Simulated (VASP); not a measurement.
# Ir (Fm-3m) in VASP: further runs, part 2 of 2

VASP 6.6.1. Earlier steps stand in the parts before.

### Step 3. Single point, LDA (volume scaled by 0.98)

File INCAR:

```
SYSTEM = Ir
ALGO = Normal
EDIFF = 1E-6
ENCUT = 520
GGA = CA
ISIF = 2
ISMEAR = -1
LASPH = .TRUE.
LCHARG = .FALSE.
LREAL = .FALSE.
LWAVE = .FALSE.
NBANDS = 10
NELM = 80
PREC = Accurate
SIGMA = 0.05
```

File KPOINTS:

```
k-points
0
G
  12 12 12
  0 0 0
```

File POSCAR:

```
Ir
1.0
    0.0000000000      1.9027432368      1.9027432368
    1.9027432368      0.0000000000      1.9027432368
    1.9027432368      1.9027432368      0.0000000000
Ir
1
Direct
    0.0000000000      0.0000000000      0.0000000000
```

Potentials or basis: VASP PAW LDA potentials, release 64 (Ir).

On the command line:

```
cat potpaw_LDA.64/Ir/POTCAR > POTCAR
mpirun -np 1 vasp_std > vasp.out
```

OUTCAR:

```text
SYSTEM = Ir
   EDIFF = 1E-6
   ENCUT = 520
   GGA = CA
   ISIF = 2
   ISMEAR = -1
   LASPH = .TRUE.
   LREAL = .FALSE.
   NELM = 80
   PREC = Accurate

 ion  position               nearest neighbor table
   1  0.000  0.000  0.000-

  LATTYP: Found a face centered cubic cell.
 ALAT       =     3.8054864736

  Lattice vectors:

 A1 = (   0.0000000000,   1.9027432368,   1.9027432368)
 A2 = (   1.9027432368,   0.0000000000,   1.9027432368)
 A3 = (   1.9027432368,   1.9027432368,   0.0000000000)

Analysis of symmetry for initial positions (statically):
[... 5 lines left out ...]
 face centered cubic supercell.

 Subroutine GETGRP returns: Found 48 space group operations
 (whereof 48 operations were pure point group operations)
 out of a pool of 48 trial point group operations.

The static configuration has the point symmetry O_h .

Analysis of symmetry for dynamics (positions and initial velocities):
[... 5 lines left out ...]
 face centered cubic supercell.

 Subroutine GETGRP returns: Found 48 space group operations
 (whereof 48 operations were pure point group operations)
 out of a pool of 48 trial point group operations.

The dynamic configuration has the point symmetry O_h .

 Subroutine INISYM returns: Found 48 space group operations
 (whereof 48 operations are pure point group operations),
 and found     1 'primitive' translations

----------------------------------------------------------------------------------------

                                     Primitive cell

  volume of cell :      13.7775

  direct lattice vectors                    reciprocal lattice vectors
     0.000000000  1.902743237  1.902743237    -0.262778493  0.262778493  0.262778493
     1.902743237  0.000000000  1.902743237     0.262778493 -0.262778493  0.262778493
     1.902743237  1.902743237  0.000000000     0.262778493  0.262778493 -0.262778493

  length of vectors
     2.690885291  2.690885291  2.690885291     0.455145701  0.455145701  0.455145701

  position of ions in fractional coordinates (direct lattice)
     0.000000000  0.000000000  0.000000000

[... 87 lines left out ...]
   NUPDOWN=      -1.0000    fix difference up-down
   EMIN   =  10.00;   EMAX   =-10.00  energy-range for DOS
[... 5 lines left out ...]
     AMIX     =   0.40;   BMIX     =  1.00
     AMIX_MAG =   1.60;   BMIX_MAG =  1.00
  volume/ion in A,a.u.               =      13.78        92.98
  Fermi-wavevector in a.u.,A,eV,Ry     =   1.420470  2.684300 27.452962  2.017736
  Thomas-Fermi vector in A             =   2.541382
   LORBIT       =      0    0 simple, 1 ext, 2 COOP (PROOUT), +10 PAW based schemes
   GGA     = CA    functional components
   LHFCALC =     F    Hartree Fock is set to
   AEXX    =    0.0000 exact exchange contribution
   IVDW    =     0    specifies the selected vdW correction
   LEPSILON=     F    determine dielectric tensor
   LRPA    =     F    only Hartree local field effects (RPA)
 non-spin polarized calculation
  energy-cutoff  :      520.00
  volume of cell :       13.78
 maximum number of plane-waves:       388
   NGX =  9   NGY =  9   NGZ =  9

 number of electron       9.0000001 magnetization

 Free energy of the ion-electron system (eV)
  ---------------------------------------------------
  ext. energy  EPLUGINS =         0.00000000
  ---------------------------------------------------
  free energy    TOTEN  =       -10.34526907 eV

  energy without entropy =      -10.34078433  energy(sigma->0) =      -10.34302670

 E-fermi :  10.8193     XC(G=0): -14.2934

 val. band max:       10.7909802043   @ k =   0.3333   0.0833   0.0000
 cond. band min:      10.8201473629   @ k =  -0.2500   0.0833   0.0000
 fundamental gap:      0.0291671586
 Fermi energy:        10.8192616536

 k-point     1 :       0.0000    0.0000    0.0000
  band No.  band energies     occupation
      1      -0.6090      2.00000
      2       6.7033      2.00000
      3       6.7033      2.00000
      4       6.7033      2.00000
      5       9.5423      2.00000
      6       9.5423      2.00000
      7      25.0734      0.00000
      8      30.7674      0.00000
      9      30.7674      0.00000
     10      30.7674      0.00000
[... 287 lines left out ...]
 k-point    24 :      -0.4167    0.1667    0.0000
  band No.  band energies     occupation
      1       3.3561      2.00000
      2       5.8187      2.00000
      3       7.4671      2.00000
      4       7.6899      2.00000
      5      11.2514      0.00035
      6      14.6917      0.00000
      7      18.2727      0.00000
      8      26.2386      0.00000
      9      28.5760      0.00000
     10      30.6328      0.00000

 [... further k-points ...]
[... 5 lines left out ...]
  --------------------------------------------------------------------------------------
  -------------------------------------------------------------------------------------
  Total        0.3462825      0.3462825      0.3462825      0.0000000      0.0000000      0.0000000
  in kB       40.2689798     40.2689798     40.2689798      0.0000000      0.0000000      0.0000000
  external PRESSURE =      40.2689798 kB  Pullay stress =       0.0000000 kB

 VOLUME and BASIS-vectors are now :
 -----------------------------------------------------------------------------
  energy-cutoff  :      520.00
  volume of cell :       13.78
      direct lattice vectors                 reciprocal lattice vectors
     0.000000000  1.902743237  1.902743237    -0.262778493  0.262778493  0.262778493
     1.902743237  0.000000000  1.902743237     0.262778493 -0.262778493  0.262778493
     1.902743237  1.902743237  0.000000000     0.262778493  0.262778493 -0.262778493

 POSITION                                       TOTAL-FORCE (eV/Angst)
 -----------------------------------------------------------------------------------
      0.00000      0.00000      0.00000         0.000000     -0.000000      0.000000
 -----------------------------------------------------------------------------------
    total drift:                                0.000000      0.000000     -0.000000

  FREE ENERGIE OF THE ION-ELECTRON SYSTEM (eV)
  ---------------------------------------------------
  free  energy   TOTEN  =       -10.3452690707 eV

  energy  without entropy=      -10.3407843323  energy(sigma->0) =      -10.34302670
```

OSZICAR:

```text
N       E                     dE             d eps       ncg     rms          rms(c)
DAV:   1     0.487709028833E+02    0.48771E+02   -0.43109E+03  1450   0.815E+02
DAV:   2    -0.994699562095E+01   -0.58718E+02   -0.55710E+02  1484   0.199E+02
DAV:   3    -0.109454150209E+02   -0.99842E+00   -0.99672E+00  1710   0.316E+01
DAV:   4    -0.109553752762E+02   -0.99603E-02   -0.99588E-02  1644   0.286E+00
DAV:   5    -0.109555675925E+02   -0.19232E-03   -0.19231E-03  1684   0.389E-01    0.168E+01
DAV:   6    -0.104486322323E+02    0.50694E+00   -0.86216E-01  1626   0.115E+01    0.671E+00
DAV:   7    -0.103528096971E+02    0.95823E-01   -0.26463E-01  1746   0.579E+00    0.148E+00
DAV:   8    -0.103521060249E+02    0.70367E-03   -0.17497E-03  1544   0.396E-01    0.140E+00
DAV:   9    -0.103453799897E+02    0.67260E-02   -0.31325E-03  1596   0.849E-01    0.999E-02
DAV:  10    -0.103452670659E+02    0.11292E-03   -0.75549E-05  1926   0.120E-01    0.571E-02
DAV:  11    -0.103452690687E+02   -0.20027E-05   -0.39199E-06  1560   0.160E-02    0.111E-02
DAV:  12    -0.103452690707E+02   -0.20176E-08   -0.84930E-08   770   0.352E-03
   1 F= -.10345269E+02 E0= -.10343027E+02  d E =-.448474E-02
```

stdout:

```text
POSCAR found type information on POSCAR Ir
 POSCAR found :  1 types and       1 ions
 scaLAPACK will be used
 LDA part: xc-table for (Slater(with rela. corr.)+CA(PZ))
 , standard interpolation
 POSCAR, INCAR and KPOINTS ok, starting setup
 FFT: planning ... GRIDC
 FFT: planning ... GRID_SOFT
 FFT: planning ... GRID
 WAVECAR not read
 entering main loop
```

Wall time 5.3 s (1 thread of Intel Xeon Platinum 8488C (Sapphire Rapids), shared host); peak memory 0.12 GiB.

Results:

* Free energy: -10.3453 eV
* Pressure: 4.0 GPa

Levels at points of the mesh, in eV from the Fermi level:
| k point | band 1 | band 2 | band 3 | band 4 | band 5 | band 6 | band 7 | band 8 | band 9 |
| --- | --- | --- | --- | --- | --- | --- | --- | --- | --- |
| (0.00, 0.00, 0.00) | -11.43 | -4.12 | -4.12 | -4.12 | -1.28 | -1.28 | 14.25 | 19.95 | 19.95 |
| (0.50, 0.00, 0.00) | -8.44 | -4.21 | -4.21 | -0.82 | 0.91 | 0.91 | 7.50 | 13.80 | 19.94 |
| (0.50, 0.50, 0.00) | -8.27 | -7.70 | 0.89 | 1.50 | 1.50 | 1.70 | 10.85 | 11.79 | 11.79 |

Caveat: the cell differs from its parent crystal (volume scaled by 0.98); spin-orbit coupling is left out, which moves the levels of the heavy elements.

### Step 4. Single point, PBEsol (volume scaled by 0.96)

File INCAR:

```
SYSTEM = Ir
ALGO     = Fast           ! electronic algorithm
EDIFF    = 1E-6           ! SCF threshold, eV
ENCUT    = 520            ! plane-wave cutoff, eV
GGA      = PS             ! functional
ISIF     = 2              ! what is computed and relaxed
ISMEAR   = -1             ! smearing method
LASPH    = .TRUE.         ! aspherical terms in the spheres
LCHARG   = .TRUE.         ! write CHGCAR
LELF     = .TRUE.         ! ELF
LREAL    = .FALSE.        ! projectors in reciprocal space
LVHAR    = .TRUE.       
LWAVE    = .FALSE.        ! write WAVECAR
NBANDS   = 10             ! bands
NELM     = 100            ! most SCF steps
PREC     = Accurate       ! precision mode
SIGMA    = 0.05           ! smearing width, eV
```

KPOINTS is that of step 3.

File POSCAR:

```
Ir
1.0
    0.0000000000      1.8897103398      1.8897103398
    1.8897103398      0.0000000000      1.8897103398
    1.8897103398      1.8897103398      0.0000000000
Ir
1
Direct
    0.0000000000      0.0000000000      0.0000000000
```

Potentials or basis: VASP PAW PBE potentials, release 64 (Ir).

On the command line:

```
cat potpaw_PBE.64/Ir/POTCAR > POTCAR
mpirun -np 1 vasp_std > vasp.out
```

Wall time 9.5 s (1 thread of Intel Xeon Platinum 8488C (Sapphire Rapids), shared host); peak memory 0.13 GiB.

The run converged. Its results:

* Free energy: -9.8096 eV
* Pressure: 17.8 GPa

Levels at points of the mesh, in eV from the Fermi level:
```
           k point  band 1  band 2  band 3  band 4  band 5  band 6  band 7  band 8  band 9
(0.00, 0.00, 0.00)  -11.75   -4.24   -4.24   -4.24   -1.32   -1.32   14.17   20.03   20.03
(0.50, 0.00, 0.00)   -8.70   -4.35   -4.35   -0.98    0.94    0.94    7.68   13.71   20.13
(0.50, 0.50, 0.00)   -8.56   -7.95    0.92    1.57    1.57    1.60   11.09   11.84   11.84
```

Caveat: the cell differs from its parent crystal (volume scaled by 0.96); the PAW data sets were made with another functional, which shifts forces and pressure a little; spin-orbit coupling is left out, which moves the levels of the heavy elements.

### Step 5. Single point, PBEsol (volume scaled by 0.98)

File INCAR:

```
SYSTEM = Ir
PREC     = Accurate       ! precision mode
ENCUT    = 520            ! plane-wave cutoff, eV
EDIFF    = 1E-6           ! SCF threshold, eV
ISMEAR   = -1             ! smearing method
SIGMA    = 0.05           ! smearing width, eV
LREAL    = .False.        ! projectors in reciprocal space
LASPH    = .True.         ! aspherical terms in the spheres
NELM     = 80             ! most SCF steps
ALGO     = Normal         ! electronic algorithm
ISIF     = 2              ! what is computed and relaxed
LWAVE    = .False.        ! write WAVECAR
LCHARG   = .True.         ! write CHGCAR
GGA      = PS             ! functional
LELF     = .True.         ! ELF
LVHAR    = .True.       
NBANDS   = 10             ! bands
```

File KPOINTS:

```
Automatic mesh
0
Gamma
  12 12 12
  0 0 0
```

File POSCAR:

```
Ir
1.0
    0.0000000000      1.9027432368      1.9027432368
    1.9027432368      0.0000000000      1.9027432368
    1.9027432368      1.9027432368      0.0000000000
Ir
1
Direct
    0.0000000000      0.0000000000      0.0000000000
```

On the command line:

```
cat potpaw_PBE.64/Ir/POTCAR > POTCAR
mpirun -np 1 vasp_std > vasp.out
```

Run time: 6 s. Hardware: 1 thread of Intel Xeon Platinum 8488C (Sapphire Rapids), shared host; peak memory 0.13 GiB.

The run converged. Its results:

| Quantity | Value |
| --- | --- |
| Free energy | -9.8329 eV |
| Pressure | 8.6 GPa |

Levels at points of the mesh, in eV from the Fermi level:
```
           k point  band 2  band 3  band 4  band 5  band 6  band 7
(0.00, 0.00, 0.00)   -4.11   -4.11   -4.11   -1.28   -1.28   14.23
(0.50, 0.00, 0.00)   -4.21   -4.21   -0.93    0.91    0.91    7.46
(0.50, 0.50, 0.00)   -7.70    0.89    1.51    1.51    1.61   10.79
```

Caveat: the cell differs from its parent crystal (volume scaled by 0.98); the PAW data sets were made with another functional, which shifts forces and pressure a little; spin-orbit coupling is left out, which moves the levels of the heavy elements.

### Step 6. Single point, LDA

This run uses another cell than the first one, of 14.06 Å³/atom, 1.042 times its volume.

File INCAR:

```
SYSTEM = Ir
ALGO = Normal
EDIFF = 1E-7
ENCUT = 520
ISIF = 2
ISMEAR = -1
LASPH = .TRUE.
LCHARG = .FALSE.
LREAL = .FALSE.
LWAVE = .FALSE.
NBANDS = 10
NELM = 60
PREC = Accurate
SIGMA = 0.05
```

File KPOINTS:

```
k-points
0
G
  12 12 12
  0 0 0
```

File POSCAR:

```
Ir
1.0
    0.0000000000      1.9156000000      1.9156000000
    1.9156000000      0.0000000000      1.9156000000
    1.9156000000      1.9156000000      0.0000000000
Ir
1
Direct
    0.0000000000      0.0000000000      0.0000000000
```

Potentials or basis: VASP PAW LDA potentials, release 64 (Ir).

On the command line:

```
cat potpaw_LDA.64/Ir/POTCAR > POTCAR
mpirun -np 1 vasp_std > vasp.out
```

Wall time 5.5 s (1 thread of Intel Xeon Platinum 8488C (Sapphire Rapids), shared host); peak memory 0.12 GiB.

The run converged. Its results:

```
Free energy : -10.3452 eV
Pressure    : -4.2 GPa
```

Levels at points of the mesh, in eV from the Fermi level:
| k point | band 2 | band 3 | band 4 | band 5 | band 6 | band 7 |
| --- | --- | --- | --- | --- | --- | --- |
| (0.00, 0.00, 0.00) | -3.99 | -3.99 | -3.99 | -1.24 | -1.24 | 14.30 |
| (0.50, 0.00, 0.00) | -4.08 | -4.08 | -0.76 | 0.87 | 0.87 | 7.29 |
| (0.50, 0.50, 0.00) | -7.47 | 0.86 | 1.45 | 1.45 | 1.71 | 10.57 |

Caveat: spin-orbit coupling is left out, which moves the levels of the heavy elements.

### Step 7. Overview

| level | potentials or basis | cell | gap on the mesh (eV) | pressure (GPa) |
| --- | --- | --- | --- | --- |
| LDA | VASP PAW LDA potentials, release 64 (Ir) | a = 2.672 Å, angles 60.0°, 1 atom | none | 13.2 |
| LDA | VASP PAW LDA potentials, release 64 (Ir) | a = 2.691 Å, angles 60.0°, 1 atom | none | 4.0 |
| PBEsol | VASP PAW PBE potentials, release 64 (Ir) | a = 2.672 Å, angles 60.0°, 1 atom | none | 17.8 |
| PBEsol | VASP PAW PBE potentials, release 64 (Ir) | a = 2.691 Å, angles 60.0°, 1 atom | none | 8.6 |
| LDA | VASP PAW LDA potentials, release 64 (Ir) | a = 2.709 Å, angles 60.0°, 1 atom | none | -4.2 |

Alike in all rows: task single point; no spin polarisation; k mesh 12 × 12 × 12; cutoff (eV) 520; smearing fermi-dirac 0.05 eV.

Caveats: spin-orbit coupling is left out, which moves the levels of the heavy elements; the PAW data sets were made with another functional, which shifts forces and pressure a little (some runs).

Absolute energies hang on the potentials; compare differences alone.
